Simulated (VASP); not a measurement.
# Ge (P6_3/mmc) in VASP: further runs

The runs below take Ge through single point, with r2SCAN, PBE.

Everything below comes from runs of VASP 6.6.1. Logs are shortened: lines on timing, memory, paths and dates and some standing lists are left out, and cuts for length are marked.

### Step 1. The cell of the first run

It takes space group P6_3/mmc (No. 194, hexagonal). Conventional cell: a = 3.998 Å, b = 3.998 Å, c = 6.593 Å, α = 90.00°, β = 90.00°, γ = 120.00°. Within 3.2 Å of Ge (site symmetry 3m) lie 4 Ge at 2.45 to 2.47 Å.

### Step 2. Single point, r2SCAN

POSCAR reads:

```
Ge
1.0
    3.9976152084      0.0000000000      0.0000000000
   -1.9988076042      3.4620363250      0.0000000000
    0.0000000000      0.0000000000      6.5928195194
Ge
4
Direct
    0.3333333333      0.6666666667      0.0003695991
    0.6666666667      0.3333333333      0.5003695991
    0.3333333333      0.6666666667      0.3746304009
    0.6666666667      0.3333333333      0.8746304009
```

INCAR.step1 reads:

```
SYSTEM = Ge
PREC = Accurate
ENCUT = 520
ISMEAR = -1
SIGMA = 0.02
LREAL = .FALSE.
LASPH = .TRUE.
NELM = 60
NBANDS = 36
GGA = PE
ALGO = Normal
EDIFF = 1E-4
LWAVE = .TRUE.
LCHARG = .FALSE.
```

INCAR.step2 reads:

```
SYSTEM = Ge
PREC = Accurate
ENCUT = 520
EDIFF = 1E-7
ISMEAR = -1
SIGMA = 0.02
LREAL = .FALSE.
LASPH = .TRUE.
NELM = 60
ALGO = Normal
ISIF = 2
LWAVE = .FALSE.
LCHARG = .FALSE.
METAGGA = R2SCAN
LMIXTAU = .TRUE.
NBANDS = 36
ISTART = 1
```

KPOINTS reads:

```
regular mesh
0
G
  6 6 4
  0 0 0
```

Potentials or basis: VASP PAW PBE potentials, release 64 (Ge_d).

The run is started by

```sh
cat potpaw_PBE.64/Ge_d/POTCAR > POTCAR
cp INCAR.step1 INCAR
mpirun -np 1 vasp_std > vasp.out
cp INCAR.step2 INCAR
mpirun -np 1 vasp_std > vasp.out
```

OUTCAR:

```text
SYSTEM = Ge
   PREC = Accurate
   ENCUT = 520
   EDIFF = 1E-7
   ISMEAR = -1
   LREAL = .FALSE.
   LASPH = .TRUE.
   NELM = 60
   ISIF = 2
   METAGGA = R2SCAN
   ISTART = 1

 ion  position               nearest neighbor table
   1  0.333  0.667  0.000-   4 2.45   4 2.45   4 2.45   3 2.47
   2  0.667  0.333  0.500-   3 2.45   3 2.45   3 2.45   4 2.47
   3  0.333  0.667  0.375-   2 2.45   2 2.45   2 2.45   1 2.47
   4  0.667  0.333  0.875-   1 2.45   1 2.45   1 2.45   2 2.47

  LATTYP: Found a hexagonal cell.
 ALAT       =     3.9976152084
 C/A-ratio  =     1.6491881223

  Lattice vectors:

 A1 = (   3.9976152084,   0.0000000000,   0.0000000000)
 A2 = (  -1.9988076042,   3.4620363250,   0.0000000000)
 A3 = (   0.0000000000,   0.0000000000,   6.5928195194)

Analysis of symmetry for initial positions (statically):
=====================================================================
 Subroutine PRICEL returns:
 Original cell was already a primitive cell.

 Routine SETGRP: Setting up the symmetry group for a
 hexagonal supercell.

 Subroutine GETGRP returns: Found 24 space group operations
 (whereof  6 operations were pure point group operations)
 out of a pool of 24 trial point group operations.

The static configuration has the point symmetry C_3v.
 The point group associated with its full space group is D_6h.

Analysis of symmetry for dynamics (positions and initial velocities):
=====================================================================
 Subroutine PRICEL returns:
 Original cell was already a primitive cell.

 Routine SETGRP: Setting up the symmetry group for a
 hexagonal supercell.

 Subroutine GETGRP returns: Found 24 space group operations
 (whereof  6 operations were pure point group operations)
 out of a pool of 24 trial point group operations.

The dynamic configuration has the point symmetry C_3v.
 The point group associated with its full space group is D_6h.

 Subroutine INISYM returns: Found 24 space group operations
 (whereof  6 operations are pure point group operations),
 and found     1 'primitive' translations

----------------------------------------------------------------------------------------

                                     Primitive cell

  volume of cell :      91.2439

  direct lattice vectors                    reciprocal lattice vectors
     3.997615208  0.000000000  0.000000000     0.250149138  0.144423672  0.000000000
    -1.998807604  3.462036325  0.000000000     0.000000000  0.288847345  0.000000000
     0.000000000  0.000000000  6.592819519     0.000000000  0.000000000  0.151680172

  length of vectors
     3.997615208  3.997615208  6.592819519     0.288847345  0.288847345  0.151680172

  position of ions in fractional coordinates (direct lattice)
     0.333333333  0.666666667  0.000369599
     0.666666667  0.333333333  0.500369599
     0.333333333  0.666666667  0.374630401
     0.666666667  0.333333333  0.874630401

  ion indices of the primitive-cell ions
   primitive index   ion index
                 1           1
                 2           2
                 3           3
                 4           4

----------------------------------------------------------------------------------------

 KPOINTS: regular mesh

Automatic generation of k-mesh.
 Grid dimensions read from file:
 generate k-points for:    6    6    4

 Generating k-lattice:

  Cartesian coordinates                     Fractional coordinates (reciprocal lattice)
     0.041691523  0.024070612  0.000000000     0.166666667  0.000000000  0.000000000
     0.000000000  0.048141224  0.000000000     0.000000000  0.166666667  0.000000000
     0.000000000  0.000000000  0.037920043     0.000000000  0.000000000  0.250000000

  Length of vectors
     0.048141224  0.048141224  0.037920043

  Shift w.r.t. Gamma in fractional coordinates (k-lattice)
     0.000000000  0.000000000  0.000000000

 Subroutine IBZKPT returns following result:
 ===========================================

 Found     21 irreducible k-points:

 Following reciprocal coordinates:
            Coordinates               Weight
  0.000000  0.000000  0.000000      1.000000
  0.166667  0.000000  0.000000      6.000000
  0.333333  0.000000  0.000000      6.000000
  0.500000  0.000000  0.000000      3.000000
  0.166667  0.166667  0.000000      6.000000
  0.333333  0.166667  0.000000     12.000000
[... 13 lines left out ...]
  0.333333  0.166667  0.500000     12.000000
  0.333333  0.333333  0.500000      2.000000
   k-points           NKPTS =     21   k-points in BZ     NKDIM =     21   number of bands    NBANDS=     36
   number of dos      NEDOS =    301   number of ions     NIONS =      4
   total plane-waves  NPLWV =  45000
   dimension x,y,z NGX =    30 NGY =   30 NGZ =   50
   dimension x,y,z NGXF=    60 NGYF=   60 NGZF=  100
   ions per type =               4
   NGX,Y,Z   is equivalent  to a cutoff of  12.48, 12.48, 12.61 a.u.
   NGXF,Y,Z  is equivalent  to a cutoff of  24.95, 24.95, 25.22 a.u.
 SYSTEM =  Ge
   PREC   = accura    normal or accurate (medium, high low for compatibility)
   ISTART =      1    job   : 0-new  1-cont  2-samecut
   ICHARG =      0    charge: 1-file 2-atom 10-const
   ISPIN  =      1    spin polarized calculation?
   LNONCOLLINEAR =      F non collinear calculations
   LSORBIT =      F    spin-orbit coupling
   LASPH  =      T    aspherical Exc in radial PAW
   ENCUT  =  520.0 eV  38.22 Ry    6.18 a.u.   7.43  7.43 12.26*2*pi/ulx,y,z
   NELM   =     60;   NELMIN=  2; NELMDL=  0     # of ELM steps
   EDIFF  = 0.1E-06   stopping-criterion for ELM
   LREAL  =      F    real-space projection
   EDIFFG = 0.1E-05   stopping-criterion for IOM
   NSW    =      0    number of steps for IOM
   IBRION =     -1    ionic relax: 0-MD 1-quasi-New 2-CG
   NFREE  =      0    steps in history (QN), initial steepest desc. (CG)
   ISIF   =      2    stress and relaxation
   ISYM   =      2    0-nonsym 1-usesym 2-fastsym
   POTIM  = 0.5000    time-step for ionic-motion
   TEBEG  =    0.0;   TEEND  =   0.0 temperature during run
   PSTRESS=    0.0 pullay stress
   NELECT =      56.0000    total number of electrons
   NUPDOWN=      -1.0000    fix difference up-down
   EMIN   =  10.00;   EMAX   =-10.00  energy-range for DOS
   EFERMI =   0.00;   METHOD = LEGACY
   ISMEAR =    -1;   SIGMA  =   0.02  broadening in eV -4-tet -1-fermi 0-gaus
   EFERMI_NEDOS =   21; number of points for ismear=-14 and -15
   IALGO  =     38    algorithm
   IMIX   =      4    mixing-type and parameters
     AMIX     =   0.40;   BMIX     =  1.00
     AMIX_MAG =   1.60;   BMIX_MAG =  1.00
  volume/ion in A,a.u.               =      22.81       153.94
  Fermi-wavevector in a.u.,A,eV,Ry     =   1.391243  2.629068 26.334843  1.935556
  Thomas-Fermi vector in A             =   2.515101
   LORBIT       =      0    0 simple, 1 ext, 2 COOP (PROOUT), +10 PAW based schemes
   METAGGA = R2SCAN    functional components
   LHFCALC =     F    Hartree Fock is set to
   AEXX    =    0.0000 exact exchange contribution
   IVDW    =     0    specifies the selected vdW correction
   LEPSILON=     F    determine dielectric tensor
   LRPA    =     F    only Hartree local field effects (RPA)
 non-spin polarized calculation
  energy-cutoff  :      520.00
  volume of cell :       91.24
 maximum number of plane-waves:      2491
 NGX is ok and might be reduce to    30
   NGX = 15   NGY = 15   NGZ = 25

 number of electron      56.0000047 magnetization

 Free energy of the ion-electron system (eV)
  ---------------------------------------------------
  ext. energy  EPLUGINS =         0.00000000
  ---------------------------------------------------
  free energy    TOTEN  =       -55.38060825 eV

  energy without entropy =      -55.38022702  energy(sigma->0) =      -55.38041763

 E-fermi :   4.9440     XC(G=0): -10.7724

 val. band max:        4.9067928978   @ k =   0.0000   0.0000   0.0000
 cond. band min:       4.9639796682   @ k =   0.0000   0.0000   0.0000
 fundamental gap:      0.0571867704
 Fermi energy:         4.9439799314

 k-point     1 :       0.0000    0.0000    0.0000
  band No.  band energies     occupation
      1     -20.7900      2.00000
      2     -20.7900      2.00000
      3     -20.7532      2.00000
      4     -20.7493      2.00000
      5     -20.7493      2.00000
      6     -20.7395      2.00000
[... 28 lines left out ...]
     35       9.6092      0.00000
     36      11.4853      0.00000

 k-point     2 :       0.1667    0.0000    0.0000
  band No.  band energies     occupation
      1     -20.8041      2.00000
      2     -20.7947      2.00000
      3     -20.7668      2.00000
      4     -20.7577      2.00000
      5     -20.7485      2.00000
      6     -20.7226      2.00000
[... 28 lines left out ...]
     35      10.7901      0.00000
     36      10.9938      0.00000

 k-point     3 :       0.3333    0.0000    0.0000
  band No.  band energies     occupation
      1     -20.8115      2.00000
      2     -20.7988      2.00000
      3     -20.7855      2.00000
      4     -20.7678      2.00000
      5     -20.7374      2.00000
      6     -20.7090      2.00000
[... 28 lines left out ...]
     35      12.0859      0.00000
     36      12.3706      0.00000

 k-point     4 :       0.5000    0.0000    0.0000
  band No.  band energies     occupation
      1     -20.8061      2.00000
      2     -20.7992      2.00000
      3     -20.7985      2.00000
      4     -20.7711      2.00000
      5     -20.7236      2.00000
      6     -20.7051      2.00000
[... 28 lines left out ...]
     35      12.8136      0.00000
     36      13.5372      0.00000

 k-point     5 :       0.1667    0.1667    0.0000
  band No.  band energies     occupation
      1     -20.8097      2.00000
      2     -20.8044      2.00000
      3     -20.7784      2.00000
      4     -20.7721      2.00000
      5     -20.7343      2.00000
      6     -20.7108      2.00000
[... 538 lines left out ...]
 k-point    19 :       0.1667    0.1667    0.5000
  band No.  band energies     occupation
      1     -20.7896      2.00000
      2     -20.7896      2.00000
      3     -20.7835      2.00000
      4     -20.7835      2.00000
      5     -20.7328      2.00000
      6     -20.7328      2.00000
[... 28 lines left out ...]
     35      10.8949      0.00000
     36      10.8949      0.00000

 k-point    20 :       0.3333    0.1667    0.5000
  band No.  band energies     occupation
      1     -20.7974      2.00000
      2     -20.7974      2.00000
      3     -20.7840      2.00000
      4     -20.7840      2.00000
      5     -20.7213      2.00000
      6     -20.7213      2.00000
[... 28 lines left out ...]
     35      12.0871      0.00000
     36      12.0871      0.00000

 k-point    21 :       0.3333    0.3333    0.5000
  band No.  band energies     occupation
      1     -20.8055      2.00000
      2     -20.8055      2.00000
      3     -20.7844      2.00000
      4     -20.7844      2.00000
      5     -20.7154      2.00000
      6     -20.7154      2.00000
[... 28 lines left out ...]
     35      11.8877      0.00000
     36      11.8877      0.00000

------------------------ aborting loop because EDIFF is reached ----------------------------------------

  FORCE on cell =-STRESS in cart. coord.  units (eV):
  Direction    XX          YY          ZZ          XY          YZ          ZX
  --------------------------------------------------------------------------------------
  -------------------------------------------------------------------------------------
  Total        0.0520473      0.0520473      0.0033059      0.0000000      0.0000000      0.0000000
  in kB        0.9139126      0.9139126      0.0580489      0.0000000      0.0000000      0.0000000
  external PRESSURE =       0.6286247 kB  Pullay stress =       0.0000000 kB

 VOLUME and BASIS-vectors are now :
 -----------------------------------------------------------------------------
  energy-cutoff  :      520.00
  volume of cell :       91.24
      direct lattice vectors                 reciprocal lattice vectors
     3.997615208  0.000000000  0.000000000     0.250149138  0.144423672  0.000000000
    -1.998807604  3.462036325  0.000000000     0.000000000  0.288847345  0.000000000
     0.000000000  0.000000000  6.592819519     0.000000000  0.000000000  0.151680172

 POSITION                                       TOTAL-FORCE (eV/Angst)
 -----------------------------------------------------------------------------------
     -0.00000      2.30802      0.00244        -0.000000      0.000000     -0.001301
      1.99881      1.15401      3.29885         0.000000     -0.000000     -0.001301
     -0.00000      2.30802      2.46987        -0.000000      0.000000      0.001301
      1.99881      1.15401      5.76628         0.000000     -0.000000      0.001301
 -----------------------------------------------------------------------------------
    total drift:                               -0.000000      0.000000      0.000308

  FREE ENERGIE OF THE ION-ELECTRON SYSTEM (eV)
  ---------------------------------------------------
  free  energy   TOTEN  =       -55.3806082455 eV

  energy  without entropy=      -55.3802270163  energy(sigma->0) =      -55.38041763
```

Wall time 2.5 min (1 thread of Intel Xeon 6975P-C (Granite Rapids), shared host); peak memory 0.22 GiB.

What came out:

- Free energy: -55.3806 eV
- Pressure: 0.1 GPa
- Band gap on the k mesh: 0.06 eV, direct

Caveat: the PAW data sets were made with another functional, which shifts forces and pressure a little.

### Step 3. Single point, r2SCAN (volume changed by +3%)

POSCAR reads:

```
Ge
1.0
    4.0371981312      0.0000000000      0.0000000000
   -2.0185990656      3.4963161418      0.0000000000
    0.0000000000      0.0000000000      6.6580992056
Ge
4
Direct
    0.3333333333      0.6666666667      0.0003695991
    0.6666666667      0.3333333333      0.5003695991
    0.3333333333      0.6666666667      0.3746304009
    0.6666666667      0.3333333333      0.8746304009
```

INCAR.step1 reads:

```
PREC = Accurate
ENCUT = 520
ISMEAR = -1
SIGMA = 0.02
LREAL = False
LASPH = True
NELM = 80
NBANDS = 36
GGA = PE
ALGO = Normal
EDIFF = 1E-4
LWAVE = True
LCHARG = False
```

INCAR.step2 reads:

```
PREC = Accurate
ENCUT = 520
EDIFF = 1E-7
ISMEAR = -1
SIGMA = 0.02
LREAL = False
LASPH = True
NELM = 80
ALGO = Normal
ISIF = 2
LWAVE = False
LCHARG = False
METAGGA = R2SCAN
LMIXTAU = True
NBANDS = 36
ISTART = 1
```

KPOINTS reads:

```
regular mesh
0
Gamma
  6 6 4
```

Potentials or basis: VASP PAW PBE potentials, release 64 (Ge_d).

The run is started by

```sh
cat potpaw_PBE.64/Ge_d/POTCAR > POTCAR
cp INCAR.step1 INCAR
mpirun -np 1 vasp_std > vasp.out
cp INCAR.step2 INCAR
mpirun -np 1 vasp_std > vasp.out
```

Run time: 2.4 min. Hardware: 1 thread of Intel Xeon 6975P-C (Granite Rapids), shared host; peak memory 0.22 GiB.

It converged, with:

- Free energy: -55.3658 eV
- Pressure: -1.8 GPa
- Band gap on the k mesh: 0.02 eV, direct

Stress tensor (GPa, compression positive):
```
-1.73  0.00  0.00
 0.00 -1.73  0.00
 0.00  0.00 -1.89
```

Levels at points of the mesh, in eV from the valence-band top:
| k point | band 25 | band 26 | band 27 | band 28 | band 29 | band 30 | band 31 | band 32 |
| --- | --- | --- | --- | --- | --- | --- | --- | --- |
| (0.00, 0.00, 0.00) | -1.61 | -0.25 | 0.00 | 0.00 | 0.02 | 0.02 | 2.32 | 2.32 |
| (0.50, 0.00, 0.00) | -4.69 | -3.21 | -2.88 | -1.57 | 0.68 | 1.76 | 3.74 | 3.85 |
| (0.00, 0.00, 0.50) | -0.97 | -0.97 | -0.97 | -0.97 | 0.76 | 0.76 | 3.46 | 3.46 |
| (0.50, 0.00, 0.50) | -2.67 | -2.67 | -2.55 | -2.55 | 0.63 | 0.63 | 2.32 | 2.32 |

Caveat: the PAW data sets were made with another functional, which shifts forces and pressure a little. A k mesh can miss the band edges.

### Step 4. Single point, r2SCAN (volume changed by +6%)

POSCAR reads:

```
Ge
1.0
    4.0760197256      0.0000000000      0.0000000000
   -2.0380098628      3.5299366287      0.0000000000
    0.0000000000      0.0000000000      6.7221233179
Ge
4
Direct
    0.3333333333      0.6666666667      0.0003695991
    0.6666666667      0.3333333333      0.5003695991
    0.3333333333      0.6666666667      0.3746304009
    0.6666666667      0.3333333333      0.8746304009
```

INCAR.step1 reads:

```
SYSTEM = Ge
PREC = Accurate ; ENCUT = 520
ISMEAR = -1 ; SIGMA = 0.02
LREAL = .FALSE. ; LASPH = .TRUE.
NELM = 80 ; NBANDS = 36
GGA = PE ; ALGO = Normal
EDIFF = 1E-4 ; LWAVE = .TRUE.
LCHARG = .FALSE.
```

INCAR.step2 reads:

```
SYSTEM = Ge
PREC = Accurate ; ENCUT = 520
EDIFF = 1E-6 ; ISMEAR = -1
SIGMA = 0.02 ; LREAL = .FALSE.
LASPH = .TRUE. ; NELM = 80
ALGO = Normal ; ISIF = 2
LWAVE = .FALSE. ; LCHARG = .FALSE.
METAGGA = R2SCAN ; LMIXTAU = .TRUE.
NBANDS = 36 ; ISTART = 1
```

KPOINTS reads:

```
Automatic mesh
0
G
  6 6 4
  0 0 0
```

The run is started by

```sh
cat potpaw_PBE.64/Ge_d/POTCAR > POTCAR
cp INCAR.step1 INCAR
mpirun -np 1 vasp_std > vasp.out
cp INCAR.step2 INCAR
mpirun -np 1 vasp_std > vasp.out
```

It took 1.9 min on 1 thread of Intel Xeon 6975P-C (Granite Rapids), shared host; peak memory 0.22 GiB.

The run converged. Its results:

```yaml
Free_energy: -55.3230 eV
Pressure: -3.4 GPa
Band_gap_on_the_k_mesh: 0.09 eV, direct
```

Forces on the atoms (eV/Å):
```
Ge   0.000  0.000 -0.002
Ge   0.000  0.000 -0.002
Ge   0.000  0.000  0.002
Ge   0.000  0.000  0.002
```

Stress tensor (GPa, compression positive):
```
-3.31  0.00  0.00
 0.00 -3.31  0.00
 0.00  0.00 -3.54
```

Levels at points of the mesh, in eV from the valence-band top:
```tsv
k point	band 24	band 25	band 26	band 27	band 28	band 29	band 30	band 31	band 32	band 33
(0.00, 0.00, 0.00)	-1.48	-1.48	-0.20	-0.17	0.00	0.09	0.09	2.40	2.40	2.86
(0.50, 0.00, 0.00)	-6.84	-4.47	-3.03	-2.70	-1.45	0.77	1.74	3.81	3.91	4.45
(0.00, 0.00, 0.50)	-4.87	-0.87	-0.87	-0.87	-0.87	0.74	0.74	3.51	3.51	3.51
(0.50, 0.00, 0.50)	-7.93	-2.52	-2.52	-2.39	-2.39	0.68	0.68	2.41	2.41	6.28
```

Caveat: the PAW data sets were made with another functional, which shifts forces and pressure a little. A k mesh can miss the band edges.

(Continued in part 2 of 2.)
